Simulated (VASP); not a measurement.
# MgO (Fm-3m) in VASP: single point with PBE

Aim: the single point of MgO with PBE.

All numbers are computed with VASP 6.6.1; they aren't measurements. Logs are shortened: lines on timing, memory, paths and dates and some standing lists are left out, and cuts for length are marked.

### Step 1. The cell of the first run

It takes space group Fm-3m (No. 225, cubic). Conventional cell: a = 4.254 Å, b = 4.254 Å, c = 4.254 Å, α = 90.00°, β = 90.00°, γ = 90.00°. Within 2.8 Å of Mg (site symmetry m-3m) lie 6 O at 2.13 Å. O (site symmetry m-3m) has 6 Mg at 2.13 Å within 2.8 Å.

### Step 2. Single point, PBE

File INCAR:

```
SYSTEM = MgO
PREC     = Accurate       ! precision mode
ENCUT    = 600            ! plane-wave cutoff, eV
EDIFF    = 1E-6           ! SCF threshold, eV
ISMEAR   = -1             ! smearing method
SIGMA    = 0.01           ! smearing width, eV
LREAL    = .FALSE.        ! projectors in reciprocal space
LASPH    = .TRUE.         ! aspherical terms in the spheres
NELM     = 120            ! most SCF steps
ALGO     = Normal         ! electronic algorithm
ISIF     = 2              ! what is computed and relaxed
LWAVE    = .FALSE.        ! write WAVECAR
LCHARG   = .TRUE.         ! write CHGCAR
GGA      = PE             ! functional
LELF     = .TRUE.         ! ELF
LVHAR    = .TRUE.       
NBANDS   = 26             ! bands
GGA_COMPAT= .FALSE.
```

File KPOINTS:

```
regular mesh
0
G
  3 3 3
  0 0 0
```

File POSCAR:

```
MgO
1.0
    4.2543812300      0.0000000000      0.0000000000
    0.0000000000      4.2543812300      0.0000000000
    0.0000000000      0.0000000000      4.2543812300
Mg O
4 4
Direct
    0.0000000000      0.0000000000      0.0000000000
    0.0000000000      0.5000000000      0.5000000000
    0.5000000000      0.0000000000      0.5000000000
    0.5000000000      0.5000000000      0.0000000000
    0.0000000000      0.0000000000      0.5000000000
    0.0000000000      0.5000000000      0.0000000000
    0.5000000000      0.0000000000      0.0000000000
    0.5000000000      0.5000000000      0.5000000000
```

Potentials or basis: VASP PAW PBE potentials, release 64 (Mg, O).

On the command line:

```console
cat potpaw_PBE.64/Mg/POTCAR potpaw_PBE.64/O/POTCAR > POTCAR
mpirun -np 1 vasp_std > vasp.out
```

OUTCAR:

```text
SYSTEM = MgO
   PREC = Accurate
   ENCUT = 600
   EDIFF = 1E-6
   ISMEAR = -1
   LREAL = .FALSE.
   LASPH = .TRUE.
   NELM = 120
   ISIF = 2
   GGA = PE

 ion  position               nearest neighbor table
   1  0.000  0.000  0.000-   5 2.13   6 2.13   7 2.13   5 2.13   6 2.13   7 2.13   2 3.01   3 3.01
                             2 3.01   2 3.01   4 3.01   3 3.01   2 3.01   3 3.01   4 3.01   4 3.01
   2  0.000  0.500  0.500-   5 2.13   6 2.13   8 2.13   6 2.13   5 2.13   8 2.13   1 3.01   4 3.01
                             1 3.01   1 3.01   3 3.01   3 3.01   1 3.01   3 3.01   4 3.01   4 3.01
   3  0.500  0.000  0.500-   5 2.13   7 2.13   8 2.13   7 2.13   8 2.13   5 2.13   1 3.01   4 3.01
                             1 3.01   2 3.01   4 3.01   2 3.01   4 3.01   1 3.01   2 3.01   4 3.01
   4  0.500  0.500  0.000-   6 2.13   7 2.13   8 2.13   8 2.13   7 2.13   6 2.13   2 3.01   3 3.01
                             1 3.01   1 3.01   3 3.01   2 3.01   3 3.01   1 3.01   2 3.01   3 3.01
   5  0.000  0.000  0.500-   1 2.13   2 2.13   3 2.13   1 2.13   2 2.13   3 2.13
   6  0.000  0.500  0.000-   1 2.13   2 2.13   4 2.13   2 2.13   1 2.13   4 2.13
   7  0.500  0.000  0.000-   1 2.13   3 2.13   4 2.13   3 2.13   4 2.13   1 2.13
   8  0.500  0.500  0.500-   2 2.13   3 2.13   4 2.13   4 2.13   3 2.13   2 2.13

  LATTYP: Found a simple cubic cell.
 ALAT       =     4.2543812300

  Lattice vectors:

 A1 = (   4.2543812300,   0.0000000000,   0.0000000000)
 A2 = (   0.0000000000,   4.2543812300,   0.0000000000)
 A3 = (   0.0000000000,   0.0000000000,   4.2543812300)

Analysis of symmetry for initial positions (statically):
=====================================================================
 Subroutine PRICEL returns following result:

  LATTYP: Found a face centered cubic cell.
 ALAT       =     4.2543812300

  Lattice vectors:

 A1 = (   2.1271906150,  -2.1271906150,   0.0000000000)
 A2 = (   2.1271906150,   0.0000000000,   2.1271906150)
 A3 = (   0.0000000000,  -2.1271906150,   2.1271906150)

   4 primitive cells build up your supercell.

 Routine SETGRP: Setting up the symmetry group for a
 simple cubic supercell.

 Subroutine GETGRP returns: Found 48 space group operations
 (whereof 48 operations were pure point group operations)
 out of a pool of 48 trial point group operations.

The static configuration has the point symmetry O_h .

Analysis of symmetry for dynamics (positions and initial velocities):
=====================================================================
 Subroutine PRICEL returns following result:

  LATTYP: Found a face centered cubic cell.
 ALAT       =     4.2543812300

  Lattice vectors:

 A1 = (   2.1271906150,  -2.1271906150,   0.0000000000)
 A2 = (   2.1271906150,   0.0000000000,   2.1271906150)
 A3 = (   0.0000000000,  -2.1271906150,   2.1271906150)

   4 primitive cells build up your supercell.

 Routine SETGRP: Setting up the symmetry group for a
 simple cubic supercell.

 Subroutine GETGRP returns: Found 48 space group operations
 (whereof 48 operations were pure point group operations)
 out of a pool of 48 trial point group operations.

The dynamic configuration has the point symmetry O_h .

 Subroutine INISYM returns: Found 48 space group operations
 (whereof 48 operations are pure point group operations),
 and found     4 'primitive' translations

----------------------------------------------------------------------------------------

                                     Primitive cell

  volume of cell :      19.2508

  direct lattice vectors                    reciprocal lattice vectors
     2.127190615 -2.127190615  0.000000000     0.235051808 -0.235051808 -0.235051808
     2.127190615  0.000000000  2.127190615     0.235051808  0.235051808  0.235051808
     0.000000000 -2.127190615  2.127190615    -0.235051808 -0.235051808  0.235051808

  length of vectors
     3.008301817  3.008301817  3.008301817     0.407121674  0.407121674  0.407121674

  position of ions in fractional coordinates (direct lattice)
     0.000000000  0.000000000  0.000000000
     0.500000000  0.500000000  0.500000000

  ion indices of the primitive-cell ions
   primitive index   ion index
                 1           1
                 2           5

----------------------------------------------------------------------------------------

 KPOINTS: regular mesh

Automatic generation of k-mesh.
 Grid dimensions read from file:
 generate k-points for:    3    3    3

 Generating k-lattice:

  Cartesian coordinates                     Fractional coordinates (reciprocal lattice)
     0.078350603  0.000000000  0.000000000     0.333333333  0.000000000  0.000000000
     0.000000000  0.078350603  0.000000000     0.000000000  0.333333333  0.000000000
     0.000000000  0.000000000  0.078350603     0.000000000  0.000000000  0.333333333

  Length of vectors
     0.078350603  0.078350603  0.078350603

  Shift w.r.t. Gamma in fractional coordinates (k-lattice)
     0.000000000  0.000000000  0.000000000

 Subroutine IBZKPT returns following result:
 ===========================================

 Found      4 irreducible k-points:

 Following reciprocal coordinates:
            Coordinates               Weight
  0.000000  0.000000  0.000000      1.000000
  0.333333  0.000000  0.000000      6.000000
  0.333333  0.333333  0.000000     12.000000
  0.333333  0.333333  0.333333      8.000000
   k-points           NKPTS =      4   k-points in BZ     NKDIM =      4   number of bands    NBANDS=     26
   number of dos      NEDOS =    301   number of ions     NIONS =      8
   total plane-waves  NPLWV =  46656
   dimension x,y,z NGX =    36 NGY =   36 NGZ =   36
   dimension x,y,z NGXF=    72 NGYF=   72 NGZF=   72
   ions per type =               4   4
   NGX,Y,Z   is equivalent  to a cutoff of  14.07, 14.07, 14.07 a.u.
   NGXF,Y,Z  is equivalent  to a cutoff of  28.14, 28.14, 28.14 a.u.
 SYSTEM =  MgO
   PREC   = accura    normal or accurate (medium, high low for compatibility)
   ISTART =      0    job   : 0-new  1-cont  2-samecut
   ICHARG =      2    charge: 1-file 2-atom 10-const
   ISPIN  =      1    spin polarized calculation?
   LNONCOLLINEAR =      F non collinear calculations
   LSORBIT =      F    spin-orbit coupling
   LASPH  =      T    aspherical Exc in radial PAW
   ENCUT  =  600.0 eV  44.10 Ry    6.64 a.u.   8.50  8.50  8.50*2*pi/ulx,y,z
   NELM   =    120;   NELMIN=  2; NELMDL= -5     # of ELM steps
   EDIFF  = 0.1E-05   stopping-criterion for ELM
   LREAL  =      F    real-space projection
   EDIFFG = 0.1E-04   stopping-criterion for IOM
   NSW    =      0    number of steps for IOM
   IBRION =     -1    ionic relax: 0-MD 1-quasi-New 2-CG
   NFREE  =      0    steps in history (QN), initial steepest desc. (CG)
   ISIF   =      2    stress and relaxation
   ISYM   =      2    0-nonsym 1-usesym 2-fastsym
   POTIM  = 0.5000    time-step for ionic-motion
   TEBEG  =    0.0;   TEEND  =   0.0 temperature during run
   PSTRESS=    0.0 pullay stress
   NELECT =      32.0000    total number of electrons
   NUPDOWN=      -1.0000    fix difference up-down
   EMIN   =  10.00;   EMAX   =-10.00  energy-range for DOS
   EFERMI =   0.00;   METHOD = LEGACY
   ISMEAR =    -1;   SIGMA  =   0.01  broadening in eV -4-tet -1-fermi 0-gaus
   EFERMI_NEDOS =   21; number of points for ismear=-14 and -15
   IALGO  =     38    algorithm
   IMIX   =      4    mixing-type and parameters
     AMIX     =   0.40;   BMIX     =  1.00
     AMIX_MAG =   1.60;   BMIX_MAG =  1.00
  volume/ion in A,a.u.               =       9.63        64.96
  Fermi-wavevector in a.u.,A,eV,Ry     =   1.221673  2.308628 20.306500  1.492486
  Thomas-Fermi vector in A             =   2.356847
   LORBIT       =      0    0 simple, 1 ext, 2 COOP (PROOUT), +10 PAW based schemes
   GGA     = PE    functional components
   LHFCALC =     F    Hartree Fock is set to
   AEXX    =    0.0000 exact exchange contribution
   IVDW    =     0    specifies the selected vdW correction
   LEPSILON=     F    determine dielectric tensor
   LRPA    =     F    only Hartree local field effects (RPA)
 non-spin polarized calculation
  energy-cutoff  :      600.00
  volume of cell :       77.00
 maximum number of plane-waves:      2601
 NGX is ok and might be reduce to    36
   NGX = 17   NGY = 17   NGZ = 17

 number of electron      32.0000033 magnetization

 Free energy of the ion-electron system (eV)
  ---------------------------------------------------
  ext. energy  EPLUGINS =         0.00000000
  ---------------------------------------------------
  free energy    TOTEN  =       -47.65553813 eV

  energy without entropy =      -47.65553813  energy(sigma->0) =      -47.65553813

 E-fermi :   3.2139     XC(G=0): -10.9368

 val. band max:        2.9648993521   @ k =   0.0000   0.0000   0.0000
 cond. band min:       7.4054577327   @ k =   0.0000   0.0000   0.0000
 fundamental gap:      4.4405583806
 Fermi energy:         3.2139171238

 k-point     1 :       0.0000    0.0000    0.0000
  band No.  band energies     occupation
      1     -14.1468      2.00000
      2     -12.6897      2.00000
      3     -12.6897      2.00000
      4     -12.6897      2.00000
      5      -0.9972      2.00000
      6      -0.9972      2.00000
[... 18 lines left out ...]
     25      15.7473      0.00000
     26      15.7473      0.00000

 k-point     2 :       0.3333    0.0000    0.0000
  band No.  band energies     occupation
      1     -13.7966      2.00000
      2     -13.0674      2.00000
      3     -12.6537      2.00000
      4     -12.6537      2.00000
      5      -0.4841      2.00000
      6      -0.4841      2.00000
[... 18 lines left out ...]
     25      15.1745      0.00000
     26      15.5697      0.00000

 k-point     3 :       0.3333    0.3333    0.0000
  band No.  band energies     occupation
      1     -13.5036      2.00000
      2     -12.9284      2.00000
      3     -12.9284      2.00000
      4     -12.7190      2.00000
      5      -0.4778      2.00000
      6      -0.4778      2.00000
[... 18 lines left out ...]
     25      15.1022      0.00000
     26      16.1930      0.00000

 k-point     4 :       0.3333    0.3333    0.3333
  band No.  band energies     occupation
      1     -13.2794      2.00000
      2     -12.8822      2.00000
      3     -12.8822      2.00000
      4     -12.8822      2.00000
      5      -1.0855      2.00000
      6      -1.0855      2.00000
[... 18 lines left out ...]
     25      16.9030      0.00000
     26      16.9030      0.00000

------------------------ aborting loop because EDIFF is reached ----------------------------------------

  FORCE on cell =-STRESS in cart. coord.  units (eV):
  Direction    XX          YY          ZZ          XY          YZ          ZX
  --------------------------------------------------------------------------------------
  -------------------------------------------------------------------------------------
  Total       -0.5116261     -0.5116261     -0.5116261     -0.0000000     -0.0000000      0.0000000
  in kB      -10.6452064    -10.6452064    -10.6452064     -0.0000000     -0.0000000      0.0000000
  external PRESSURE =     -10.6452064 kB  Pullay stress =       0.0000000 kB

 VOLUME and BASIS-vectors are now :
 -----------------------------------------------------------------------------
  energy-cutoff  :      600.00
  volume of cell :       77.00
      direct lattice vectors                 reciprocal lattice vectors
     4.254381230  0.000000000  0.000000000     0.235051808  0.000000000  0.000000000
     0.000000000  4.254381230  0.000000000     0.000000000  0.235051808  0.000000000
     0.000000000  0.000000000  4.254381230     0.000000000  0.000000000  0.235051808

 POSITION                                       TOTAL-FORCE (eV/Angst)
 -----------------------------------------------------------------------------------
      0.00000      0.00000      0.00000         0.000000     -0.000000      0.000000
      0.00000      2.12719      2.12719         0.000000      0.000000     -0.000000
      2.12719      0.00000      2.12719         0.000000      0.000000     -0.000000
      2.12719      2.12719      0.00000         0.000000      0.000000      0.000000
      0.00000      0.00000      2.12719         0.000000      0.000000     -0.000000
      0.00000      2.12719      0.00000        -0.000000     -0.000000     -0.000000
      2.12719      0.00000      0.00000        -0.000000      0.000000     -0.000000
      2.12719      2.12719      2.12719        -0.000000     -0.000000      0.000000
 -----------------------------------------------------------------------------------
    total drift:                                0.000000      0.000000     -0.000000

  FREE ENERGIE OF THE ION-ELECTRON SYSTEM (eV)
  ---------------------------------------------------
  free  energy   TOTEN  =       -47.6555381324 eV

  energy  without entropy=      -47.6555381324  energy(sigma->0) =      -47.65553813
```

Wall time 20 s (1 thread of Intel Xeon 8259CL, shared host); peak memory 0.2 GiB.

Results:

```yaml
Free_energy: -47.6555 eV
Pressure: -1.1 GPa
Band_gap_on_the_k_mesh: 4.44 eV
```

Caveat: the k points lie up to 0.49 Å⁻¹ apart.
